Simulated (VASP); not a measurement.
# Rh (Fd-3m) in VASP: notebook

Runs on Rh. Level: LDA. Tasks: single point, relaxation of cell and atoms.

All numbers are computed with VASP 6.6.1; they aren't measurements. Logs are shortened: lines on timing, memory, paths and dates and some standing lists are left out, and cuts for length are marked.

**1. The cell of the first run**

Symmetry: Fd-3m, No. 227, cubic system. Conventional cell: a = 5.463 Å, b = 5.463 Å, c = 5.463 Å, α = 90.00°, β = 90.00°, γ = 90.00°. Within 3.1 Å of Rh (site symmetry -43m) lie 4 Rh at 2.37 Å.

This isn't the form of Rh at room conditions, which is fcc.

**2. Single point, LDA (20.38 Å³/atom)**

The input, INCAR:

```
SYSTEM = Rh
PREC = Accurate
ENCUT = 520
EDIFF = 1E-6
ISMEAR = -1
SIGMA = 0.1
LREAL = .FALSE.
LASPH = .TRUE.
NELM = 60
ALGO = Normal
ISIF = 2
LWAVE = .FALSE.
LCHARG = .FALSE.
GGA = CA
NBANDS = 22
```

The input, KPOINTS:

```
regular mesh
0
G
  11 11 11
  0 0 0
```

The input, POSCAR:

```
Rh
1.0
    0.0000000000      2.7316014562      2.7316014562
    2.7316014562      0.0000000000      2.7316014562
    2.7316014562      2.7316014562      0.0000000000
Rh
2
Direct
    0.1250000000      0.1250000000      0.1250000000
    0.8750000000      0.8750000000      0.8750000000
```

Potentials or basis: VASP PAW LDA potentials, release 64 (Rh_pv).

Command:

```console
> cat potpaw_LDA.64/Rh_pv/POTCAR > POTCAR
> mpirun -np 1 vasp_std > vasp.out
```

OUTCAR:

```text
SYSTEM = Rh
   PREC = Accurate
   ENCUT = 520
   EDIFF = 1E-6
   ISMEAR = -1
   LREAL = .FALSE.
   LASPH = .TRUE.
   NELM = 60
   ISIF = 2
   GGA = CA

 ion  position               nearest neighbor table
   1  0.125  0.125  0.125-   2 2.37   2 2.37   2 2.37   2 2.37
   2  0.875  0.875  0.875-   1 2.37   1 2.37   1 2.37   1 2.37

  LATTYP: Found a face centered cubic cell.
 ALAT       =     5.4632029124

  Lattice vectors:

 A1 = (   0.0000000000,   2.7316014562,   2.7316014562)
 A2 = (   2.7316014562,   0.0000000000,   2.7316014562)
 A3 = (   2.7316014562,   2.7316014562,   0.0000000000)

Analysis of symmetry for initial positions (statically):
=====================================================================
 Subroutine PRICEL returns:
 Original cell was already a primitive cell.

 Routine SETGRP: Setting up the symmetry group for a
 face centered cubic supercell.

 Subroutine GETGRP returns: Found 48 space group operations
 (whereof 12 operations were pure point group operations)
 out of a pool of 48 trial point group operations.

The static configuration has the point symmetry D_3d.
 The point group associated with its full space group is O_h .

Analysis of symmetry for dynamics (positions and initial velocities):
=====================================================================
 Subroutine PRICEL returns:
 Original cell was already a primitive cell.

 Routine SETGRP: Setting up the symmetry group for a
 face centered cubic supercell.

 Subroutine GETGRP returns: Found 48 space group operations
 (whereof 12 operations were pure point group operations)
 out of a pool of 48 trial point group operations.

The dynamic configuration has the point symmetry D_3d.
 The point group associated with its full space group is O_h .

 Subroutine INISYM returns: Found 48 space group operations
 (whereof 12 operations are pure point group operations),
 and found     1 'primitive' translations

----------------------------------------------------------------------------------------

                                     Primitive cell

  volume of cell :      40.7645

  direct lattice vectors                    reciprocal lattice vectors
     0.000000000  2.731601456  2.731601456    -0.183042808  0.183042808  0.183042808
     2.731601456  0.000000000  2.731601456     0.183042808 -0.183042808  0.183042808
     2.731601456  2.731601456  0.000000000     0.183042808  0.183042808 -0.183042808

  length of vectors
     3.863067826  3.863067826  3.863067826     0.317039443  0.317039443  0.317039443

  position of ions in fractional coordinates (direct lattice)
     0.125000000  0.125000000  0.125000000
     0.875000000  0.875000000  0.875000000

  ion indices of the primitive-cell ions
   primitive index   ion index
                 1           1
                 2           2

----------------------------------------------------------------------------------------

 KPOINTS: regular mesh

Automatic generation of k-mesh.
 Grid dimensions read from file:
 generate k-points for:   11   11   11

 Generating k-lattice:

  Cartesian coordinates                     Fractional coordinates (reciprocal lattice)
    -0.016640255  0.016640255  0.016640255     0.090909091  0.000000000  0.000000000
     0.016640255 -0.016640255  0.016640255     0.000000000  0.090909091  0.000000000
     0.016640255  0.016640255 -0.016640255     0.000000000  0.000000000  0.090909091

  Length of vectors
     0.028821768  0.028821768  0.028821768

  Shift w.r.t. Gamma in fractional coordinates (k-lattice)
     0.000000000  0.000000000  0.000000000

 Subroutine IBZKPT returns following result:
 ===========================================

 Found     56 irreducible k-points:

 Following reciprocal coordinates:
            Coordinates               Weight
  0.000000  0.000000  0.000000      1.000000
  0.090909  0.000000  0.000000      8.000000
  0.181818  0.000000  0.000000      8.000000
  0.272727  0.000000  0.000000      8.000000
  0.363636  0.000000  0.000000      8.000000
  0.454545  0.000000  0.000000      8.000000
[... 16 lines left out ...]
 -0.272727  0.181818  0.000000     24.000000
 -0.181818  0.181818  0.000000     12.000000
 [... further k-points ...]
   k-points           NKPTS =     56   k-points in BZ     NKDIM =     56   number of bands    NBANDS=     22
   number of dos      NEDOS =    301   number of ions     NIONS =      2
   total plane-waves  NPLWV =  27000
   dimension x,y,z NGX =    30 NGY =   30 NGZ =   30
   dimension x,y,z NGXF=    60 NGYF=   60 NGZF=   60
   ions per type =               2
   NGX,Y,Z   is equivalent  to a cutoff of  12.91, 12.91, 12.91 a.u.
   NGXF,Y,Z  is equivalent  to a cutoff of  25.82, 25.82, 25.82 a.u.
 SYSTEM =  Rh
   PREC   = accura    normal or accurate (medium, high low for compatibility)
   ISTART =      0    job   : 0-new  1-cont  2-samecut
   ICHARG =      2    charge: 1-file 2-atom 10-const
   ISPIN  =      1    spin polarized calculation?
   LNONCOLLINEAR =      F non collinear calculations
   LSORBIT =      F    spin-orbit coupling
   LASPH  =      T    aspherical Exc in radial PAW
   ENCUT  =  520.0 eV  38.22 Ry    6.18 a.u.   7.18  7.18  7.18*2*pi/ulx,y,z
   NELM   =     60;   NELMIN=  2; NELMDL= -5     # of ELM steps
   EDIFF  = 0.1E-05   stopping-criterion for ELM
   LREAL  =      F    real-space projection
   EDIFFG = 0.1E-04   stopping-criterion for IOM
   NSW    =      0    number of steps for IOM
   IBRION =     -1    ionic relax: 0-MD 1-quasi-New 2-CG
   NFREE  =      0    steps in history (QN), initial steepest desc. (CG)
   ISIF   =      2    stress and relaxation
   ISYM   =      2    0-nonsym 1-usesym 2-fastsym
   POTIM  = 0.5000    time-step for ionic-motion
   TEBEG  =    0.0;   TEEND  =   0.0 temperature during run
   PSTRESS=    0.0 pullay stress
   NELECT =      30.0000    total number of electrons
   NUPDOWN=      -1.0000    fix difference up-down
   EMIN   =  10.00;   EMAX   =-10.00  energy-range for DOS
   EFERMI =   0.00;   METHOD = LEGACY
   ISMEAR =    -1;   SIGMA  =   0.10  broadening in eV -4-tet -1-fermi 0-gaus
   EFERMI_NEDOS =   21; number of points for ismear=-14 and -15
   IALGO  =     38    algorithm
   IMIX   =      4    mixing-type and parameters
     AMIX     =   0.40;   BMIX     =  1.00
     AMIX_MAG =   1.60;   BMIX_MAG =  1.00
  volume/ion in A,a.u.               =      20.38       137.55
  Fermi-wavevector in a.u.,A,eV,Ry     =   1.478046  2.793102 29.723554  2.184620
  Thomas-Fermi vector in A             =   2.592375
   LORBIT       =      0    0 simple, 1 ext, 2 COOP (PROOUT), +10 PAW based schemes
   GGA     = CA    functional components
   LHFCALC =     F    Hartree Fock is set to
   AEXX    =    0.0000 exact exchange contribution
   IVDW    =     0    specifies the selected vdW correction
   LEPSILON=     F    determine dielectric tensor
   LRPA    =     F    only Hartree local field effects (RPA)
 non-spin polarized calculation
  energy-cutoff  :      520.00
  volume of cell :       40.76
 maximum number of plane-waves:      1113
 NGX is ok and might be reduce to    30
   NGX = 15   NGY = 15   NGZ = 15

 number of electron      30.0000000 magnetization

 Free energy of the ion-electron system (eV)
  ---------------------------------------------------
  ext. energy  EPLUGINS =         0.00000000
  ---------------------------------------------------
  free energy    TOTEN  =       -14.74525394 eV

  energy without entropy =      -14.64365711  energy(sigma->0) =      -14.69445552

 E-fermi :   6.4170     XC(G=0): -11.6194

 val. band max:        6.4151873922   @ k =   0.4545   0.0909   0.0000
 cond. band min:       6.4246271308   @ k =   0.2727   0.1818   0.0909
 fundamental gap:      0.0094397386
 Fermi energy:         6.4170248026

 k-point     1 :       0.0000    0.0000    0.0000
  band No.  band energies     occupation
      1     -40.5783      2.00000
      2     -40.5783      2.00000
      3     -40.5783      2.00000
      4     -39.9110      2.00000
      5     -39.9110      2.00000
      6     -39.9110      2.00000
[... 14 lines left out ...]
     21      19.2660      0.00000
     22      19.4614      0.00000

 k-point     2 :       0.0909    0.0000    0.0000
  band No.  band energies     occupation
      1     -40.5844      2.00000
      2     -40.5844      2.00000
      3     -40.5766      2.00000
      4     -39.9133      2.00000
      5     -39.9048      2.00000
      6     -39.9048      2.00000
[... 14 lines left out ...]
     21      18.6754      0.00000
     22      19.9418      0.00000

 k-point     3 :       0.1818    0.0000    0.0000
  band No.  band energies     occupation
      1     -40.6001      2.00000
      2     -40.6001      2.00000
      3     -40.5722      2.00000
      4     -39.9195      2.00000
      5     -39.8885      2.00000
      6     -39.8885      2.00000
[... 14 lines left out ...]
     21      17.8496      0.00000
     22      20.4528      0.00000

 k-point     4 :       0.2727    0.0000    0.0000
  band No.  band energies     occupation
      1     -40.6197      2.00000
      2     -40.6197      2.00000
      3     -40.5665      2.00000
      4     -39.9273      2.00000
      5     -39.8682      2.00000
      6     -39.8682      2.00000
[... 14 lines left out ...]
     21      17.3105      0.00000
     22      20.3249      0.00000

 k-point     5 :       0.3636    0.0000    0.0000
  band No.  band energies     occupation
      1     -40.6368      2.00000
      2     -40.6368      2.00000
      3     -40.5613      2.00000
      4     -39.9344      2.00000
      5     -39.8505      2.00000
      6     -39.8505      2.00000
[... 417 lines left out ...]
 k-point    22 :      -0.3636    0.1818    0.0000
  band No.  band energies     occupation
      1     -40.7023      2.00000
      2     -40.6563      2.00000
      3     -40.4698      2.00000
      4     -40.0250      2.00000
      5     -39.8302      2.00000
      6     -39.7872      2.00000
[... 14 lines left out ...]
     21      17.1025      0.00000
     22      21.3210      0.00000

 k-point    23 :      -0.2727    0.1818    0.0000
  band No.  band energies     occupation
      1     -40.6884      2.00000
      2     -40.6384      2.00000
      3     -40.4945      2.00000
      4     -39.9996      2.00000
      5     -39.8488      2.00000
      6     -39.8009      2.00000
[... 14 lines left out ...]
     21      17.3127      0.00000
     22      20.8703      0.00000

 k-point    24 :      -0.1818    0.1818    0.0000
  band No.  band energies     occupation
      1     -40.6623      2.00000
      2     -40.6190      2.00000
      3     -40.5251      2.00000
      4     -39.9682      2.00000
      5     -39.8689      2.00000
      6     -39.8265      2.00000
[... 14 lines left out ...]
     21      17.5870      0.00000
     22      20.3234      0.00000

 [... further k-points ...]

------------------------ aborting loop because EDIFF is reached ----------------------------------------

  FORCE on cell =-STRESS in cart. coord.  units (eV):
  Direction    XX          YY          ZZ          XY          YZ          ZX
  --------------------------------------------------------------------------------------
  -------------------------------------------------------------------------------------
  Total       -1.3255583     -1.3255583     -1.3255583      0.0000000      0.0000000      0.0000000
  in kB      -52.0987620    -52.0987620    -52.0987620      0.0000000      0.0000000      0.0000000
  external PRESSURE =     -52.0987620 kB  Pullay stress =       0.0000000 kB

 VOLUME and BASIS-vectors are now :
 -----------------------------------------------------------------------------
  energy-cutoff  :      520.00
  volume of cell :       40.76
      direct lattice vectors                 reciprocal lattice vectors
     0.000000000  2.731601456  2.731601456    -0.183042808  0.183042808  0.183042808
     2.731601456  0.000000000  2.731601456     0.183042808 -0.183042808  0.183042808
     2.731601456  2.731601456  0.000000000     0.183042808  0.183042808 -0.183042808

 POSITION                                       TOTAL-FORCE (eV/Angst)
 -----------------------------------------------------------------------------------
      0.68290      0.68290      0.68290        -0.000000      0.000000     -0.000000
      4.78030      4.78030      4.78030         0.000000     -0.000000      0.000000
 -----------------------------------------------------------------------------------
    total drift:                               -0.000000      0.000000      0.000000

  FREE ENERGIE OF THE ION-ELECTRON SYSTEM (eV)
  ---------------------------------------------------
  free  energy   TOTEN  =       -14.7452539377 eV

  energy  without entropy=      -14.6436571099  energy(sigma->0) =      -14.69445552
```

Run time: 17 s. Hardware: 1 thread of Intel Xeon 6975P-C (Granite Rapids), shared host; peak memory 0.17 GiB.

Results:

| Item | Value |
| --- | --- |
| Free energy | -14.7453 eV |
| Pressure | -5.2 GPa |
| Band gap on the k mesh | zero (bands 15 and 16 overlap by 1.15 eV) |

Levels at points of the mesh, in eV from the Fermi level:
```
           k point  band 13  band 14  band 15  band 16  band 17  band 18
(0.00, 0.00, 0.00)    -1.49    -1.49    -1.49     0.43     0.43    12.58
```

Caveat: the cell stands under tension.

**3. Single point, LDA (21.17 Å³/atom)**

This run uses another cell than the first one, of 21.17 Å³/atom.

The input, INCAR:

```
ALGO = Normal ; EDIFF = 1E-7
ENCUT = 520 ; ISIF = 2
ISMEAR = -1 ; LASPH = True
LCHARG = False ; LREAL = False
LWAVE = False ; NBANDS = 22
NELM = 80 ; PREC = Accurate
SIGMA = 0.1
```

The input, KPOINTS:

```
k-points
0
Gamma
  11 11 11
```

The input, POSCAR:

```
Rh
1.0
    0.0000000000      2.7661823609      2.7661823609
    2.7661823609      0.0000000000      2.7661823609
    2.7661823609      2.7661823609      0.0000000000
Rh
2
Direct
    0.1250000000      0.1250000000      0.1250000000
    0.8750000000      0.8750000000      0.8750000000
```

Potentials or basis: VASP PAW LDA potentials, release 64 (Rh_pv).

Command:

```console
> cat potpaw_LDA.64/Rh_pv/POTCAR > POTCAR
> mpirun -np 1 vasp_std > vasp.out
```

It took 18 s on 1 thread of Intel Xeon 6975P-C (Granite Rapids), shared host; peak memory 0.17 GiB.

It converged, with:

```
Free energy            : -14.6718 eV
Pressure               : -9.8 GPa
Band gap on the k mesh : zero (bands 15 and 16 overlap by 1.08 eV)
```

Levels at points of the mesh, in eV from the Fermi level:
| k point | band 11 | band 12 | band 13 | band 14 | band 15 | band 16 | band 17 | band 18 | band 19 | band 20 |
| --- | --- | --- | --- | --- | --- | --- | --- | --- | --- | --- |
| (0.00, 0.00, 0.00) | -3.83 | -3.83 | -1.42 | -1.42 | -1.42 | 0.39 | 0.39 | 12.45 | 12.63 | 12.63 |

Caveat: the cell stands under tension.

**4. Single point, LDA (21.95 Å³/atom)**

This run uses another cell than the first one, of 21.95 Å³/atom.

The input, INCAR:

```
SYSTEM = Rh
ALGO = Normal
EDIFF = 1E-6
ENCUT = 520
ISIF = 2
ISMEAR = -1
LASPH = .True.
LCHARG = .False.
LREAL = .False.
LWAVE = .False.
NBANDS = 22
NELM = 80
PREC = Accurate
SIGMA = 0.1
```

The input, KPOINTS:

```
k-points
0
Gamma
  11 11 11
  0 0 0
```

The input, POSCAR:

```
Rh
1.0
    0.0000000000      2.7999196171      2.7999196171
    2.7999196171      0.0000000000      2.7999196171
    2.7999196171      2.7999196171      0.0000000000
Rh
2
Direct
    0.1250000000      0.1250000000      0.1250000000
    0.8750000000      0.8750000000      0.8750000000
```

Command:

```console
> cat potpaw_LDA.64/Rh_pv/POTCAR > POTCAR
> mpirun -np 1 vasp_std > vasp.out
```

Run time: 17 s. Hardware: 1 thread of Intel Xeon 6975P-C (Granite Rapids), shared host; peak memory 0.17 GiB.

It converged, with:

```yaml
Free_energy: -14.5584 eV
Pressure: -13.4 GPa
Band_gap_on_the_k_mesh: zero (bands 15 and 16 overlap by 1.02 eV)
```

Levels at points of the mesh, in eV from the Fermi level:
```tsv
k point	band 13	band 14	band 15	band 16	band 17	band 18
(0.00, 0.00, 0.00)	-1.35	-1.35	-1.35	0.35	0.35	12.31
```

Caveat: the cell stands under tension.

**5. Relaxation of cell and atoms, LDA**

This run uses another cell than the first one, of 18.56 Å³/atom.

The input, INCAR:

```
PREC = Accurate ; ENCUT = 600
EDIFF = 1E-7 ; ISMEAR = -1
SIGMA = 0.1 ; LREAL = F
LASPH = T ; NELM = 60
ALGO = Normal ; ISIF = 3
LWAVE = F ; LCHARG = F
GGA = CA ; IBRION = 2
NSW = 80 ; EDIFFG = -0.01
```

The input, KPOINTS:

```
regular mesh
0
Gamma
  10 10 10
```

The input, POSCAR:

```
Rh
1.0
    0.0000000000      2.6478639740      2.6478639740
    2.6478639740      0.0000000000      2.6478639740
    2.6478639740      2.6478639740      0.0000000000
Rh
2
Direct
    0.1250000000      0.1250000000      0.1250000000
    0.8750000000      0.8750000000      0.8750000000
```

Command:

```console
> cat potpaw_LDA.64/Rh_pv/POTCAR > POTCAR
> mpirun -np 1 vasp_std > vasp.out
```

It took 39 s on 1 thread of Intel Xeon 6975P-C (Granite Rapids), shared host; peak memory 0.17 GiB.

The run converged. Its results:

```yaml
Free_energy: -14.7624 eV
Relaxed_volume: 19.68 Å³/atom
Relaxed_cell: a = 3.818 Å, b = 3.818 Å, c = 3.818 Å, α = 60.00°, β = 60.00°, γ = 60.00°
Space_group_after_relaxing_to_0.1_Å: Fd-3m (No. 227)
Energy_gained_by_relaxing: 35.2 meV/atom
Ionic_steps: 4
Pressure_after_relaxing: 0.0 GPa
Band_gap_on_the_k_mesh: zero (bands 15 and 16 overlap by 1.33 eV)
```

The path:
```tsv
step	energy change (eV)	largest force (eV/Å)	pressure (GPa)	volume (Å³)
1	0.0000	0.0000	10.77	37.13
2	0.1698	0.0000	-13.96	44.25
3	-0.0703	0.0000	-0.37	39.44
4	-0.0704	0.0000	-0.03	39.36
```

Final structure:
```
Rh
1.0
     0.00000    2.69981    2.69981
     2.69981    0.00000    2.69981
     2.69981    2.69981    0.00000
Rh
2
Cartesian
  0.6750 0.6750 0.6750
  4.7247 4.7247 4.7247
```

Levels at points of the mesh, in eV from the Fermi level:
```tsv
k point	band 13	band 14	band 15	band 16	band 17	band 18
(0.00, 0.00, 0.00)	-1.56	-1.56	-1.56	0.46	0.46	12.69
(0.50, 0.00, 0.00)	-0.96	-0.96	-0.86	0.08	0.08	1.94
(0.50, 0.50, 0.00)	-2.28	-2.28	0.34	0.34	2.40	2.40
```

**6. Summary**

| task | cell | k mesh | cutoff (eV) | gap on the mesh (eV) | pressure (GPa) |
| --- | --- | --- | --- | --- | --- |
| single point | a = 3.863 Å, angles 60.0°, 2 atoms | 11 × 11 × 11 | 520 | none | -5.2 |
| single point | a = 3.912 Å, angles 60.0°, 2 atoms | 11 × 11 × 11 | 520 | none | -9.8 |
| single point | a = 3.960 Å, angles 60.0°, 2 atoms | 11 × 11 × 11 | 520 | none | -13.4 |
| relaxation of cell and atoms | relaxed from a = 3.745 Å, angles 60.0°, 2 atoms | 10 × 10 × 10 | 600 | none | 0.0 |

Alike in all rows: level LDA; potentials or basis VASP PAW LDA potentials, release 64 (Rh_pv); no spin polarisation; smearing fermi-dirac 0.1 eV.

Caveats: the cell stands under tension (at least some runs).

Total energies depend on the potentials used, so only differences within one code and one set of settings carry meaning.
